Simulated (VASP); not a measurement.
# In (Im-3m) in VASP: a series of runs, part 3 of 3

VASP 6.6.1.

## Step 4: Single point, r2SCAN (volume scaled by 0.92)

POSCAR reads:

```
In
1.0
   -1.8305594568      1.8305594568      1.8305594568
    1.8305594568     -1.8305594568      1.8305594568
    1.8305594568      1.8305594568     -1.8305594568
In
1
Direct
    0.0000000000      0.0000000000      0.0000000000
```

INCAR.step1 reads:

```
ALGO = Normal
EDIFF = 1E-5
ENCUT = 550
GGA = PE
GGA_COMPAT = F
ISMEAR = -1
LASPH = T
LCHARG = F
LREAL = F
LWAVE = T
NBANDS = 12
NELM = 120
PREC = Accurate
SIGMA = 0.1
```

INCAR.step2 reads:

```
ALGO = Normal
EDIFF = 1E-6
ENCUT = 550
GGA_COMPAT = F
ISIF = 2
ISMEAR = -1
ISTART = 1
LASPH = T
LCHARG = T
LELF = T
LMIXTAU = T
LREAL = F
LVHAR = T
LWAVE = F
METAGGA = R2SCAN
NBANDS = 12
NELM = 120
PREC = Accurate
SIGMA = 0.1
```

KPOINTS reads:

```
k-points
0
Gamma
  13 13 13
```

Potentials or basis: VASP PAW PBE potentials, release 64 (In_d).

Command:

```console
cat potpaw_PBE.64/In_d/POTCAR > POTCAR
cp INCAR.step1 INCAR
mpirun -np 1 vasp_std > vasp.out
cp INCAR.step2 INCAR
mpirun -np 1 vasp_std > vasp.out
```

OUTCAR:

```text
EDIFF = 1E-6
   ENCUT = 550
   ISIF = 2
   ISMEAR = -1
   ISTART = 1
   LASPH = T
   LREAL = F
   METAGGA = R2SCAN
   NELM = 120
   PREC = Accurate

 ion  position               nearest neighbor table
   1  0.000  0.000  0.000-

  LATTYP: Found a body centered cubic cell.
 ALAT       =     3.6611189136

  Lattice vectors:

 A1 = (  -1.8305594568,   1.8305594568,   1.8305594568)
 A2 = (   1.8305594568,  -1.8305594568,   1.8305594568)
 A3 = (   1.8305594568,   1.8305594568,  -1.8305594568)

Analysis of symmetry for initial positions (statically):
=====================================================================
 Subroutine PRICEL returns:
 Original cell was already a primitive cell.

 Routine SETGRP: Setting up the symmetry group for a
 body centered cubic supercell.

 Subroutine GETGRP returns: Found 48 space group operations
 (whereof 48 operations were pure point group operations)
 out of a pool of 48 trial point group operations.

The static configuration has the point symmetry O_h .

[... 165 lines left out ...]
  band No.  band energies     occupation
      1      -7.1252      2.00000
      2      -7.1252      2.00000
      3      -7.1252      2.00000
      4      -6.7765      2.00000
      5      -6.7765      2.00000
      6      -2.2652      2.00000
      7      20.7884      0.00000
      8      20.7884      0.00000
      9      20.7884      0.00000
     10      22.2012      0.00000
     11      22.2012      0.00000
     12      22.2012      0.00000
[... 331 lines left out ...]
 k-point    24 :       0.2308    0.0769    0.0769
  band No.  band energies     occupation
      1      -7.2084      2.00000
      2      -7.1295      2.00000
      3      -6.8182      2.00000
      4      -6.7825      2.00000
      5      -6.7559      2.00000
      6       0.5500      2.00000
      7      10.5503      0.00000
      8      14.0175      0.00000
      9      14.9747      0.00000
     10      22.3481      0.00000
     11      22.4775      0.00000
     12      24.8148      0.00000

 [... further k-points ...]

------------------------ aborting loop because EDIFF is reached ----------------------------------------

  FORCE on cell =-STRESS in cart. coord.  units (eV):
  Direction    XX          YY          ZZ          XY          YZ          ZX
  --------------------------------------------------------------------------------------
  -------------------------------------------------------------------------------------
  Total        0.6381308      0.6381308      0.6381308      0.0000000      0.0000000      0.0000000
  in kB       41.6685891     41.6685891     41.6685891      0.0000000      0.0000000      0.0000000
  external PRESSURE =      41.6685891 kB  Pullay stress =       0.0000000 kB

 VOLUME and BASIS-vectors are now :
 -----------------------------------------------------------------------------
  energy-cutoff  :      550.00
  volume of cell :       24.54
      direct lattice vectors                 reciprocal lattice vectors
    -1.830559457  1.830559457  1.830559457     0.000000000  0.273140541  0.273140541
     1.830559457 -1.830559457  1.830559457     0.273140541  0.000000000  0.273140541
     1.830559457  1.830559457 -1.830559457     0.273140541  0.273140541  0.000000000

 POSITION                                       TOTAL-FORCE (eV/Angst)
 -----------------------------------------------------------------------------------
      0.00000      0.00000      0.00000         0.000000      0.000000     -0.000000
 -----------------------------------------------------------------------------------
    total drift:                               -0.000000      0.000000      0.000000

  FREE ENERGIE OF THE ION-ELECTRON SYSTEM (eV)
  ---------------------------------------------------
  free  energy   TOTEN  =       -22.5334572877 eV

  energy  without entropy=      -22.5201157288  energy(sigma->0) =      -22.52678651
```

It took 86 s on 1 thread of AMD EPYC 9R45 (Zen 5), shared host; peak memory 0.12 GiB.

Results:

| Property | Result |
| --- | --- |
| Free energy | -22.5335 eV |
| Pressure | 4.2 GPa |

Caveat: the PAW data sets were made with another functional, which shifts forces and pressure a little; spin-orbit coupling is left out, which moves the levels of the heavy elements.

## Step 5: Single point, r2SCAN (volume scaled by 0.96)

POSCAR reads:

```
In
1.0
   -1.8567138398      1.8567138398      1.8567138398
    1.8567138398     -1.8567138398      1.8567138398
    1.8567138398      1.8567138398     -1.8567138398
In
1
Direct
    0.0000000000      0.0000000000      0.0000000000
```

INCAR.step1 reads:

```
  ALGO = Normal
  EDIFF = 1E-5
  ENCUT = 550
  GGA = PE
  GGA_COMPAT = False
  ISMEAR = -1
  LASPH = True
  LCHARG = False
  LREAL = False
  LWAVE = True
  NBANDS = 12
  NELM = 120
  PREC = Accurate
  SIGMA = 0.1
```

INCAR.step2 reads:

```
  ALGO = Normal
  EDIFF = 1E-6
  ENCUT = 550
  GGA_COMPAT = False
  ISIF = 2
  ISMEAR = -1
  ISTART = 1
  LASPH = True
  LCHARG = True
  LELF = True
  LMIXTAU = True
  LREAL = False
  LVHAR = True
  LWAVE = False
  METAGGA = R2SCAN
  NBANDS = 12
  NELM = 120
  PREC = Accurate
  SIGMA = 0.1
```

KPOINTS is that of step 4.

Command:

```console
cat potpaw_PBE.64/In_d/POTCAR > POTCAR
cp INCAR.step1 INCAR
mpirun -np 1 vasp_std > vasp.out
cp INCAR.step2 INCAR
mpirun -np 1 vasp_std > vasp.out
```

It took 2.6 min on 1 thread of AMD EPYC 9R45 (Zen 5), shared host; peak memory 0.14 GiB.

It converged, with:

```yaml
Free_energy: -22.5535 eV
Pressure: 1.8 GPa
```

Levels at points of the mesh, in eV from the Fermi level:
```csv
k point,band 4,band 5,band 6,band 7,band 8,band 9
"(0.00, 0.00, 0.00)",-15.02,-15.02,-10.20,12.00,12.00,12.00
```

Caveat: the PAW data sets were made with another functional, which shifts forces and pressure a little; spin-orbit coupling is left out, which moves the levels of the heavy elements.

## Step 6: Single point, r2SCAN

POSCAR reads:

```
In
1.0
   -1.8821514369      1.8821514369      1.8821514369
    1.8821514369     -1.8821514369      1.8821514369
    1.8821514369      1.8821514369     -1.8821514369
In
1
Direct
    0.0000000000      0.0000000000      0.0000000000
```

INCAR.step1 reads:

```
PREC = Accurate
ENCUT = 550
ISMEAR = -1
SIGMA = 0.1
LREAL = False
LASPH = True
NELM = 120
NBANDS = 12
GGA = PE
ALGO = Normal
EDIFF = 1E-5
LWAVE = True
LCHARG = False
GGA_COMPAT = False
```

INCAR.step2 reads:

```
PREC = Accurate
ENCUT = 550
EDIFF = 1E-6
ISMEAR = -1
SIGMA = 0.1
LREAL = False
LASPH = True
NELM = 120
ALGO = Normal
ISIF = 2
LWAVE = False
LCHARG = False
METAGGA = R2SCAN
LMIXTAU = True
NBANDS = 12
ISTART = 1
GGA_COMPAT = False
```

KPOINTS reads:

```
Automatic mesh
0
Gamma
  13 13 13
```

Potentials or basis: VASP PAW PBE potentials, release 64 (In_d).

Command:

```console
cat potpaw_PBE.64/In_d/POTCAR > POTCAR
cp INCAR.step1 INCAR
mpirun -np 1 vasp_std > vasp.out
cp INCAR.step2 INCAR
mpirun -np 1 vasp_std > vasp.out
```

OUTCAR:

```text
PREC = Accurate
   ENCUT = 550
   EDIFF = 1E-6
   ISMEAR = -1
   LREAL = False
   LASPH = True
   NELM = 120
   ISIF = 2
   METAGGA = R2SCAN
   ISTART = 1

 ion  position               nearest neighbor table
   1  0.000  0.000  0.000-

  LATTYP: Found a body centered cubic cell.
 ALAT       =     3.7643028738

  Lattice vectors:

 A1 = (  -1.8821514369,   1.8821514369,   1.8821514369)
 A2 = (   1.8821514369,  -1.8821514369,   1.8821514369)
 A3 = (   1.8821514369,   1.8821514369,  -1.8821514369)

Analysis of symmetry for initial positions (statically):
=====================================================================
 Subroutine PRICEL returns:
 Original cell was already a primitive cell.

 Routine SETGRP: Setting up the symmetry group for a
 body centered cubic supercell.

 Subroutine GETGRP returns: Found 48 space group operations
 (whereof 48 operations were pure point group operations)
 out of a pool of 48 trial point group operations.

The static configuration has the point symmetry O_h .

[... 165 lines left out ...]
 k-point     1 :       0.0000    0.0000    0.0000
  band No.  band energies     occupation
      1      -7.9923      2.00000
      2      -7.9923      2.00000
      3      -7.9923      2.00000
      4      -7.7088      2.00000
      5      -7.7088      2.00000
      6      -2.6187      2.00000
      7      18.8000      0.00000
      8      18.8000      0.00000
      9      18.8000      0.00000
     10      20.9880      0.00000
     11      20.9880      0.00000
     12      20.9880      0.00000
[... 331 lines left out ...]
 k-point    24 :       0.2308    0.0769    0.0769
  band No.  band energies     occupation
      1      -8.0559      2.00000
      2      -7.9869      2.00000
      3      -7.7429      2.00000
      4      -7.7152      2.00000
      5      -7.6889      2.00000
      6       0.0013      2.00000
      7       9.3711      0.00000
      8      12.6751      0.00000
      9      13.7120      0.00000
     10      20.7044      0.00000
     11      20.8002      0.00000
     12      23.0773      0.00000

 [... further k-points ...]

------------------------ aborting loop because EDIFF is reached ----------------------------------------

  FORCE on cell =-STRESS in cart. coord.  units (eV):
  Direction    XX          YY          ZZ          XY          YZ          ZX
  --------------------------------------------------------------------------------------
  -------------------------------------------------------------------------------------
  Total       -0.0130444     -0.0130444     -0.0130444      0.0000000     -0.0000000     -0.0000000
  in kB       -0.7836293     -0.7836293     -0.7836293      0.0000000     -0.0000000     -0.0000000
  external PRESSURE =      -0.7836293 kB  Pullay stress =       0.0000000 kB

 VOLUME and BASIS-vectors are now :
 -----------------------------------------------------------------------------
  energy-cutoff  :      550.00
  volume of cell :       26.67
      direct lattice vectors                 reciprocal lattice vectors
    -1.882151437  1.882151437  1.882151437     0.000000000  0.265653438  0.265653438
     1.882151437 -1.882151437  1.882151437     0.265653438  0.000000000  0.265653438
     1.882151437  1.882151437 -1.882151437     0.265653438  0.265653438  0.000000000

 POSITION                                       TOTAL-FORCE (eV/Angst)
 -----------------------------------------------------------------------------------
      0.00000      0.00000      0.00000        -0.000000      0.000000      0.000000
 -----------------------------------------------------------------------------------
    total drift:                                0.000000     -0.000000      0.000000

  FREE ENERGIE OF THE ION-ELECTRON SYSTEM (eV)
  ---------------------------------------------------
  free  energy   TOTEN  =       -22.5594718963 eV

  energy  without entropy=      -22.5450137818  energy(sigma->0) =      -22.55224284
```

Wall time 2.2 min (1 thread of AMD EPYC 9R45 (Zen 5), shared host); peak memory 0.14 GiB.

Results:

| Quantity | Value |
| --- | --- |
| Free energy | -22.5595 eV |
| Pressure | -0.1 GPa |

Levels at points of the mesh, in eV from the Fermi level:
| k point | band 3 | band 4 | band 5 | band 6 | band 7 | band 8 | band 9 | band 10 |
| --- | --- | --- | --- | --- | --- | --- | --- | --- |
| (0.00, 0.00, 0.00) | -15.27 | -14.98 | -14.98 | -9.89 | 11.52 | 11.52 | 11.52 | 13.71 |

Caveat: the PAW data sets were made with another functional, which shifts forces and pressure a little; spin-orbit coupling is left out, which moves the levels of the heavy elements.

## Step 7: Overview

```tsv
cell	k mesh	gap on the mesh (eV)	pressure (GPa)
a = 3.260 Å, angles 109.5°, 1 atom	12 × 12 × 12	none	0.0
a = 3.124 Å, angles 109.5°, 1 atom	13 × 13 × 13	none	7.2
a = 3.171 Å, angles 109.5°, 1 atom	13 × 13 × 13	none	4.2
a = 3.216 Å, angles 109.5°, 1 atom	13 × 13 × 13	none	1.8
a = 3.260 Å, angles 109.5°, 1 atom	13 × 13 × 13	none	-0.1
```

Alike in all rows: task single point; level r2SCAN; potentials or basis VASP PAW PBE potentials, release 64 (In_d); no spin polarisation; cutoff (eV) 550; smearing fermi-dirac 0.1 eV.

Caveats: the PAW data sets were made with another functional, which shifts forces and pressure a little; spin-orbit coupling is left out, which moves the levels of the heavy elements.

Absolute energies hang on the potentials; compare differences alone.
